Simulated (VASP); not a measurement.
# Co (P6_3/mmc) in VASP: notebook, part 2 of 2

VASP 6.6.1.

## Step 3: Single point, PBEsol, collinear spin, ferromagnetic start (11.91 Å³/atom)

This run uses another cell than the first one, of 11.91 Å³/atom.

INCAR reads:

```
SYSTEM = Co
ALGO = Normal
EDIFF = 1E-6
ENCUT = 520
GGA = PS
ISIF = 2
ISMEAR = -1
ISPIN = 2
LASPH = .TRUE.
LCHARG = .FALSE.
LMAXMIX = 4
LORBIT = 11
LREAL = .FALSE.
LWAVE = .FALSE.
MAGMOM = 2 2
NBANDS = 20
NELM = 150
PREC = Accurate
SIGMA = 0.05
```

KPOINTS reads:

```
k-points
0
G
  19 19 10
  0 0 0
```

POSCAR reads:

```
Co
1.0
    2.5684055861      0.0000000000      0.0000000000
   -1.2842027931      2.2243044849      0.0000000000
    0.0000000000      0.0000000000      4.1712360565
Co
2
Direct
    0.3333333333      0.6666666667      0.2500000000
    0.6666666667      0.3333333333      0.7500000000
```

Potentials or basis: VASP PAW PBE potentials, release 64 (Co).

Run with:

```bash
$ cat potpaw_PBE.64/Co/POTCAR > POTCAR
$ mpirun -np 1 vasp_std > vasp.out
```

OUTCAR:

```text
SYSTEM = Co
   EDIFF = 1E-6
   ENCUT = 520
   GGA = PS
   ISIF = 2
   ISMEAR = -1
   ISPIN = 2
   LASPH = .TRUE.
   LORBIT = 11
   LREAL = .FALSE.
   NELM = 150
   PREC = Accurate

 ion  position               nearest neighbor table
   1  0.333  0.667  0.250-   2 2.56   2 2.56   2 2.56   2 2.56   2 2.56   2 2.56
   2  0.667  0.333  0.750-   1 2.56   1 2.56   1 2.56   1 2.56   1 2.56   1 2.56

  LATTYP: Found a hexagonal cell.
 ALAT       =     2.5684055861
 C/A-ratio  =     1.6240566050

  Lattice vectors:

 A1 = (   2.5684055861,   0.0000000000,   0.0000000000)
 A2 = (  -1.2842027931,   2.2243044849,   0.0000000000)
 A3 = (   0.0000000000,   0.0000000000,   4.1712360565)

Analysis of symmetry for initial positions (statically):
=====================================================================
 Subroutine PRICEL returns:
 Original cell was already a primitive cell.

 Routine SETGRP: Setting up the symmetry group for a
 hexagonal supercell.

 Subroutine GETGRP returns: Found 24 space group operations
 (whereof 12 operations were pure point group operations)
 out of a pool of 24 trial point group operations.

The static configuration has the point symmetry D_3d.
 The point group associated with its full space group is D_6h.

Analysis of symmetry for dynamics (positions and initial velocities):
=====================================================================
 Subroutine PRICEL returns:
 Original cell was already a primitive cell.

 Routine SETGRP: Setting up the symmetry group for a
 hexagonal supercell.

 Subroutine GETGRP returns: Found 24 space group operations
 (whereof 12 operations were pure point group operations)
 out of a pool of 24 trial point group operations.

The dynamic configuration has the point symmetry D_3d.
 The point group associated with its full space group is D_6h.

Analysis of structural, dynamic, and magnetic symmetry:
=====================================================================
 Subroutine PRICEL returns:
 Original cell was already a primitive cell.

 Routine SETGRP: Setting up the symmetry group for a
 hexagonal supercell.

 Subroutine GETGRP returns: Found 24 space group operations
 (whereof 12 operations were pure point group operations)
 out of a pool of 24 trial point group operations.

The overall configuration has the point symmetry D_3d.
 The point group associated with its full space group is D_6h.

 Subroutine INISYM returns: Found 24 space group operations
 (whereof 12 operations are pure point group operations),
 and found     1 'primitive' translations

----------------------------------------------------------------------------------------

                                     Primitive cell

  volume of cell :      23.8299

  direct lattice vectors                    reciprocal lattice vectors
     2.568405586  0.000000000  0.000000000     0.389346607  0.224789368  0.000000000
    -1.284202793  2.224304485  0.000000000     0.000000000  0.449578737  0.000000000
     0.000000000  0.000000000  4.171236056     0.000000000  0.000000000  0.239737091

  length of vectors
     2.568405586  2.568405586  4.171236056     0.449578737  0.449578737  0.239737091

  position of ions in fractional coordinates (direct lattice)
     0.333333333  0.666666667  0.250000000
     0.666666667  0.333333333  0.750000000

  ion indices of the primitive-cell ions
   primitive index   ion index
[... 56 lines left out ...]
   k-points           NKPTS =    240   k-points in BZ     NKDIM =    240   number of bands    NBANDS=     20
   number of dos      NEDOS =    301   number of ions     NIONS =      2
   total plane-waves  NPLWV =  12800
   dimension x,y,z NGX =    20 NGY =   20 NGZ =   32
   dimension x,y,z NGXF=    40 NGYF=   40 NGZF=   64
   ions per type =               2
   NGX,Y,Z   is equivalent  to a cutoff of  12.95, 12.95, 12.75 a.u.
   NGXF,Y,Z  is equivalent  to a cutoff of  25.89, 25.89, 25.51 a.u.
 SYSTEM =  Co
   PREC   = accura    normal or accurate (medium, high low for compatibility)
   ISTART =      0    job   : 0-new  1-cont  2-samecut
   ICHARG =      2    charge: 1-file 2-atom 10-const
   ISPIN  =      2    spin polarized calculation?
   LNONCOLLINEAR =      F non collinear calculations
   LSORBIT =      F    spin-orbit coupling
   LASPH  =      T    aspherical Exc in radial PAW
   ENCUT  =  520.0 eV  38.22 Ry    6.18 a.u.   4.78  4.78  7.76*2*pi/ulx,y,z
   NELM   =    150;   NELMIN=  2; NELMDL= -5     # of ELM steps
   EDIFF  = 0.1E-05   stopping-criterion for ELM
   LREAL  =      F    real-space projection
[... 7 lines left out ...]
   TEBEG  =    0.0;   TEEND  =   0.0 temperature during run
   PSTRESS=    0.0 pullay stress
   NELECT =      18.0000    total number of electrons
   NUPDOWN=      -1.0000    fix difference up-down
   EMIN   =  10.00;   EMAX   =-10.00  energy-range for DOS
   EFERMI =   0.00;   METHOD = LEGACY
   ISMEAR =    -1;   SIGMA  =   0.05  broadening in eV -4-tet -1-fermi 0-gaus
   EFERMI_NEDOS =   21; number of points for ismear=-14 and -15
   IALGO  =     38    algorithm
   IMIX   =      4    mixing-type and parameters
     AMIX     =   0.40;   BMIX     =  1.00
     AMIX_MAG =   1.60;   BMIX_MAG =  1.00
  volume/ion in A,a.u.               =      11.91        80.41
  Fermi-wavevector in a.u.,A,eV,Ry     =   1.490933  2.817455 30.244135  2.222881
  Thomas-Fermi vector in A             =   2.603652
   LORBIT       =     11    0 simple, 1 ext, 2 COOP (PROOUT), +10 PAW based schemes
   GGA     = PS    functional components
   LHFCALC =     F    Hartree Fock is set to
   AEXX    =    0.0000 exact exchange contribution
   IVDW    =     0    specifies the selected vdW correction
   LEPSILON=     F    determine dielectric tensor
   LRPA    =     F    only Hartree local field effects (RPA)
 spin polarized calculation
  energy-cutoff  :      520.00
  volume of cell :       23.83
 maximum number of plane-waves:       656
 NGX is ok and might be reduce to    20
   NGX =  9   NGY =  9   NGZ = 15

 number of electron      18.0000010 magnetization       3.3563778

 Free energy of the ion-electron system (eV)
  ---------------------------------------------------
  ext. energy  EPLUGINS =         0.00000000
  ---------------------------------------------------
  free energy    TOTEN  =       -15.20168889 eV

  energy without entropy =      -15.18540222  energy(sigma->0) =      -15.19354555

 E-fermi :   8.8172     XC(G=0): -13.0338

 val. band max:        8.8151849487   @ k =   0.3684   0.2105   0.5000
 cond. band min:       8.8203612301   @ k =   0.4211   0.0000   0.5000
 fundamental gap:      0.0051762814
 Fermi energy:         8.8171825578

 spin component 1

 k-point     1 :       0.0000    0.0000    0.0000
  band No.  band energies     occupation
      1       0.3819      1.00000
      2       4.0654      1.00000
      3       6.3001      1.00000
      4       6.3405      1.00000
      5       6.3405      1.00000
      6       6.6032      1.00000
[... 541 lines left out ...]
     19      30.4576      0.00000
     20      32.0521      0.00000

 [... further k-points ...]

 spin component 2

 k-point     1 :       0.0000    0.0000    0.0000
  band No.  band energies     occupation
      1       0.4227      1.00000
      2       5.0534      1.00000
      3       7.9747      1.00000
      4       8.0284      1.00000
      5       8.0284      1.00000
      6       8.3413      0.99993
[... 541 lines left out ...]
     19      30.8098      0.00000
     20      32.4172      0.00000

 [... further k-points ...]
[... 5 lines left out ...]
  --------------------------------------------------------------------------------------
  -------------------------------------------------------------------------------------
  Total       -3.6035770     -3.6035770     -3.7265426      0.0000000     -0.0000000     -0.0000000
  in kB     -242.2823503   -242.2823503   -250.5498013      0.0000000     -0.0000000     -0.0000000
  external PRESSURE =    -245.0381673 kB  Pullay stress =       0.0000000 kB

 VOLUME and BASIS-vectors are now :
 -----------------------------------------------------------------------------
  energy-cutoff  :      520.00
  volume of cell :       23.83
      direct lattice vectors                 reciprocal lattice vectors
     2.568405586  0.000000000  0.000000000     0.389346607  0.224789368  0.000000000
    -1.284202793  2.224304485  0.000000000     0.000000000  0.449578737  0.000000000
     0.000000000  0.000000000  4.171236056     0.000000000  0.000000000  0.239737091

 POSITION                                       TOTAL-FORCE (eV/Angst)
 -----------------------------------------------------------------------------------
     -0.00000      1.48287      1.04281         0.000000     -0.000000      0.000000
      1.28420      0.74143      3.12843         0.000000      0.000000      0.000000
 -----------------------------------------------------------------------------------
    total drift:                               -0.000000      0.000000     -0.000000

  FREE ENERGIE OF THE ION-ELECTRON SYSTEM (eV)
  ---------------------------------------------------
  free  energy   TOTEN  =       -15.2016888854 eV

  energy  without entropy=      -15.1854022185  energy(sigma->0) =      -15.19354555

 total charge

# of ion       s       p       d       tot
------------------------------------------
    1        0.453   0.449   7.201   8.103
    2        0.453   0.449   7.201   8.103
--------------------------------------------------
tot          0.906   0.898  14.402  16.206

 magnetization (x)

# of ion       s       p       d       tot
------------------------------------------
    1       -0.013  -0.049   1.773   1.711
    2       -0.013  -0.049   1.773   1.711
--------------------------------------------------
tot         -0.027  -0.098   3.546   3.421
```

OSZICAR:

```text
N       E                     dE             d eps       ncg     rms          rms(c)
DAV:   1     0.838444693264E+02    0.83844E+02   -0.82279E+03 20008   0.120E+03
DAV:   2    -0.132869344144E+02   -0.97131E+02   -0.87422E+02 19496   0.213E+02
DAV:   3    -0.176994512555E+02   -0.44125E+01   -0.42191E+01 21876   0.554E+01
DAV:   4    -0.177661187008E+02   -0.66667E-01   -0.66617E-01 23656   0.598E+00
DAV:   5    -0.177680346754E+02   -0.19160E-02   -0.19159E-02 22148   0.961E-01    0.147E+01
DAV:   6    -0.159134560380E+02    0.18546E+01   -0.10438E+01 21496   0.639E+01    0.860E+00
DAV:   7    -0.152336657581E+02    0.67979E+00   -0.18513E+00 21700   0.247E+01    0.370E+00
DAV:   8    -0.152181025641E+02    0.15563E-01   -0.17832E-02 25288   0.111E+00    0.143E+00
DAV:   9    -0.152031742861E+02    0.14928E-01   -0.30852E-03 30684   0.919E-01    0.460E-01
DAV:  10    -0.152020513299E+02    0.11230E-02   -0.43824E-04 24948   0.243E-01    0.191E-01
DAV:  11    -0.152016996502E+02    0.35168E-03   -0.13503E-04 27912   0.172E-01    0.381E-02
DAV:  12    -0.152016924852E+02    0.71650E-05   -0.82825E-06 21852   0.254E-02    0.231E-02
DAV:  13    -0.152016888320E+02    0.36532E-05   -0.17599E-06 16484   0.151E-02    0.953E-03
DAV:  14    -0.152016888854E+02   -0.53416E-07   -0.67028E-07 12372   0.651E-03
   1 F= -.15201689E+02 E0= -.15193546E+02  d E =-.162867E-01  mag=     3.3566
```

Run time: 2 min. Hardware: 1 thread of AMD EPYC 9R14 (Zen 4), shared host; peak memory 0.23 GiB.

Results:

```
Free energy                                           : -15.2017 eV
Pressure                                              : -24.5 GPa
Net moment                                            : 3.36 μB per cell
Site moments                                          : Co +1.71 μB
Valence electrons inside the program's atomic spheres : Co 8.10
```

Stress tensor (GPa, compression positive):
```
-24.23   0.00   0.00
  0.00 -24.23   0.00
  0.00   0.00 -25.05
```

Caveat: the cell stands under tension; the PAW data sets were made with another functional, which shifts forces and pressure a little.

## Step 4: Single point, PBEsol, collinear spin, ferromagnetic start (zz strain of -3 %)

INCAR reads:

```
PREC = Accurate ; ENCUT = 520
EDIFF = 1E-6 ; ISMEAR = -1
SIGMA = 0.05 ; LREAL = False
LASPH = True ; NELM = 150
ALGO = Normal ; ISIF = 2
LWAVE = False ; LCHARG = False
ISPIN = 2 ; MAGMOM = 2 2
LORBIT = 11 ; LMAXMIX = 4
GGA = PS ; NBANDS = 20
```

KPOINTS reads:

```
Automatic mesh
0
Gamma
  19 19 10
```

POSCAR reads:

```
Co
1.0
    2.5190008694      0.0000000000      0.0000000000
   -1.2595004347      2.1815187451      0.0000000000
    0.0000000000      0.0000000000      3.9682700000
Co
2
Direct
    0.3333333333      0.6666666667      0.2500000000
    0.6666666667      0.3333333333      0.7500000000
```

Potentials or basis: VASP PAW PBE potentials, release 64 (Co).

Run with:

```bash
$ cat potpaw_PBE.64/Co/POTCAR > POTCAR
$ mpirun -np 1 vasp_std > vasp.out
```

OUTCAR:

```text
PREC = Accurate
   ENCUT = 520
   EDIFF = 1E-6
   ISMEAR = -1
   LREAL = False
   LASPH = True
   NELM = 150
   ISIF = 2
   ISPIN = 2
   LORBIT = 11
   GGA = PS

 ion  position               nearest neighbor table
   1  0.333  0.667  0.250-   2 2.46   2 2.46   2 2.46   2 2.46   2 2.46   2 2.46
   2  0.667  0.333  0.750-   1 2.46   1 2.46   1 2.46   1 2.46   1 2.46   1 2.46

  LATTYP: Found a hexagonal cell.
 ALAT       =     2.5190008694
 C/A-ratio  =     1.5753349069

  Lattice vectors:

 A1 = (   2.5190008694,   0.0000000000,   0.0000000000)
 A2 = (  -1.2595004347,   2.1815187451,   0.0000000000)
 A3 = (   0.0000000000,   0.0000000000,   3.9682700000)

Analysis of symmetry for initial positions (statically):
=====================================================================
 Subroutine PRICEL returns:
 Original cell was already a primitive cell.

 Routine SETGRP: Setting up the symmetry group for a
 hexagonal supercell.

 Subroutine GETGRP returns: Found 24 space group operations
 (whereof 12 operations were pure point group operations)
[... 743 lines left out ...]

 spin component 2

 k-point     1 :       0.0000    0.0000    0.0000
  band No.  band energies     occupation
      1       1.1146      1.00000
      2       5.8813      1.00000
      3       9.0416      1.00000
      4       9.0416      1.00000
      5       9.1825      1.00000
      6       9.4405      0.99998
[... 541 lines left out ...]
     19      33.4417      0.00000
     20      34.7818      0.00000

 [... further k-points ...]
[... 5 lines left out ...]
  --------------------------------------------------------------------------------------
  -------------------------------------------------------------------------------------
  Total       -1.8398172     -1.8398172     -0.9285861     -0.0000000     -0.0000000      0.0000000
  in kB     -135.1751257   -135.1751257    -68.2251137     -0.0000000     -0.0000000      0.0000000
  external PRESSURE =    -112.8584550 kB  Pullay stress =       0.0000000 kB

 VOLUME and BASIS-vectors are now :
 -----------------------------------------------------------------------------
  energy-cutoff  :      520.00
  volume of cell :       21.81
      direct lattice vectors                 reciprocal lattice vectors
     2.519000869  0.000000000  0.000000000     0.396982793  0.229198122  0.000000000
    -1.259500435  2.181518745  0.000000000     0.000000000  0.458396244  0.000000000
     0.000000000  0.000000000  3.968270000     0.000000000  0.000000000  0.251998982

 POSITION                                       TOTAL-FORCE (eV/Angst)
 -----------------------------------------------------------------------------------
     -0.00000      1.45435      0.99207         0.000000      0.000000      0.000000
      1.25950      0.72717      2.97620        -0.000000     -0.000000      0.000000
 -----------------------------------------------------------------------------------
    total drift:                               -0.000000      0.000000     -0.000000

  FREE ENERGIE OF THE ION-ELECTRON SYSTEM (eV)
  ---------------------------------------------------
  free  energy   TOTEN  =       -15.4291209131 eV

  energy  without entropy=      -15.4149465114  energy(sigma->0) =      -15.42203371

 total charge

# of ion       s       p       d       tot
------------------------------------------
    1        0.487   0.520   7.256   8.263
    2        0.487   0.520   7.256   8.263
--------------------------------------------------
tot          0.974   1.040  14.512  16.526

 magnetization (x)

# of ion       s       p       d       tot
------------------------------------------
    1       -0.015  -0.052   1.689   1.622
    2       -0.015  -0.052   1.689   1.622
--------------------------------------------------
tot         -0.030  -0.104   3.377   3.244
```

OSZICAR:

```text
N       E                     dE             d eps       ncg     rms          rms(c)
DAV:   1     0.846231657534E+02    0.84623E+02   -0.82113E+03 20168   0.123E+03
DAV:   2    -0.133490698399E+02   -0.97972E+02   -0.88147E+02 19492   0.217E+02
DAV:   3    -0.178626603013E+02   -0.45136E+01   -0.43241E+01 21884   0.564E+01
DAV:   4    -0.179308529253E+02   -0.68193E-01   -0.68142E-01 23416   0.612E+00
DAV:   5    -0.179327906700E+02   -0.19377E-02   -0.19376E-02 22344   0.969E-01    0.158E+01
DAV:   6    -0.159523036896E+02    0.19805E+01   -0.87492E+00 21828   0.609E+01    0.723E+00
DAV:   7    -0.154684790738E+02    0.48382E+00   -0.14205E+00 22296   0.222E+01    0.381E+00
DAV:   8    -0.154463205617E+02    0.22159E-01   -0.15931E-02 26380   0.118E+00    0.165E+00
DAV:   9    -0.154302486296E+02    0.16072E-01   -0.28692E-03 32028   0.934E-01    0.481E-01
DAV:  10    -0.154293572790E+02    0.89135E-03   -0.41911E-04 24820   0.235E-01    0.188E-01
DAV:  11    -0.154291296689E+02    0.22761E-03   -0.86908E-05 29104   0.144E-01    0.300E-02
DAV:  12    -0.154291237497E+02    0.59191E-05   -0.64084E-06 20536   0.211E-02    0.185E-02
DAV:  13    -0.154291210721E+02    0.26776E-05   -0.17576E-06 15676   0.159E-02    0.750E-03
DAV:  14    -0.154291209131E+02    0.15900E-06   -0.55308E-07 12052   0.670E-03
   1 F= -.15429121E+02 E0= -.15422034E+02  d E =-.141744E-01  mag=     3.2111
```

It took 3.1 min on 1 thread of Intel Xeon Platinum 8259CL at 2.50GHz (Skylake/Cascade Lake), shared host; peak memory 0.25 GiB.

What came out:

| Item | Value |
| --- | --- |
| Free energy | -15.4291 eV |
| Pressure | -11.3 GPa |
| Net moment | 3.21 μB per cell |
| Site moments | Co +1.62 μB |
| Valence electrons inside the program's atomic spheres | Co 8.26 |

Caveat: the cell differs from its parent crystal (zz strain of -3 %); the cell stands under tension; the PAW data sets were made with another functional, which shifts forces and pressure a little.

## Step 5: The runs side by side

```csv
cell,gap on the mesh (eV),pressure (GPa),moment (μB)
"a = 2.544, b = 2.544, c = 4.132 Å, angles 90.0, 90.0, 120.0°, 2 atoms",none,-20.9,3.31
"a = 2.568, b = 2.568, c = 4.171 Å, angles 90.0, 90.0, 120.0°, 2 atoms",none,-24.5,3.36
"a = 2.519, b = 2.519, c = 3.968 Å, angles 90.0, 90.0, 120.0°, 2 atoms",none,-11.3,3.21
```

Alike in all rows: task single point; level PBEsol; potentials or basis VASP PAW PBE potentials, release 64 (Co); spin collinear, ferromagnetic start; k mesh 19 × 19 × 10; cutoff (eV) 520; smearing fermi-dirac 0.05 eV.

Caveats: the cell stands under tension; the PAW data sets were made with another functional, which shifts forces and pressure a little.

Absolute energies hang on the potentials; compare differences alone.
